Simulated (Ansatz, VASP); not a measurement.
**Cd2Cl3 in VASP and in Ansatz**

INCAR

```
SYSTEM = Cd2Cl3
ALGO = Normal ; EDIFF = 1E-6
ENCUT = 520 ; GGA = PE
ISIF = 2 ; ISMEAR = 0
LASPH = .True. ; LCHARG = .False.
LREAL = .False. ; LWAVE = .False.
NBANDS = 30 ; NELM = 100
PREC = Accurate ; SIGMA = 0.1
```

The input KPOINTS:

```
k-points
0
Gamma
  4 4 4
  0 0 0
```

The input POSCAR:

```
Cd2Cl3
1.0
    5.3216395600      0.0000000000      0.0000000000
    0.0000000000      5.3216395600      0.0000000000
    0.0000000000      0.0000000000      5.3216395600
Cd Cl
2 3
Direct
    0.0000000000      0.0000000000      0.0000000000
    0.5000000000      0.5000000000      0.5000000000
    0.5000000000      0.0000000000      0.0000000000
    0.0000000000      0.5000000000      0.0000000000
    0.0000000000      0.0000000000      0.5000000000
```

Input for Ansatz:

```yaml
crystal:
  lattice:
    - [5.32163956, 0.0, 0.0]
    - [0.0, 5.32163956, 0.0]
    - [0.0, 0.0, 5.32163956]
  atoms:
    - { symbol: Cd, position: [0.0, 0.0, 0.0] }
    - { symbol: Cd, position: [0.5, 0.5, 0.5] }
    - { symbol: Cl, position: [0.5, 0.0, 0.0] }
    - { symbol: Cl, position: [0.0, 0.5, 0.0] }
    - { symbol: Cl, position: [0.0, 0.0, 0.5] }
basis:
  ecutwfc: 420
kpoints:
  mp_grid: { grid: [4, 4, 4] }
hamiltonian:
  xc: pbe
scf:
  occupations: { method: gaussian, width: 0.1 }
  lower_state_search: "off"
output:
  forces: true
  stress: true
  eigenvalues: true
```

Alike in both runs: task single point; functional PBE; k mesh 4 × 4 × 4; occupations gaussian, width 0.1 eV; no spin polarisation.

```csv
,VASP,Ansatz
version,VASP 6.6.1,Ansatz 0.2.0
potentials or method,"VASP PAW PBE potentials, release 64 (Cd, Cl), cutoff 520 eV","scalar-relativistic, plane waves, PAW"
valence electrons in the cell,45,61
```

Ansatz gave:

- gap on the k mesh at the Fermi level (eV): none
- pressure (GPa): -2.0

Question: Estimate VASP's values.

Answer: gap on the k mesh at the Fermi level (eV): none; pressure (GPa): -1.9.

A gap of «none» marks a metal or a gap that the smearing closes. VASP's potentials hold 45 valence electrons a cell and Ansatz's 61, so a difference there can come from the potentials and not from the codes.
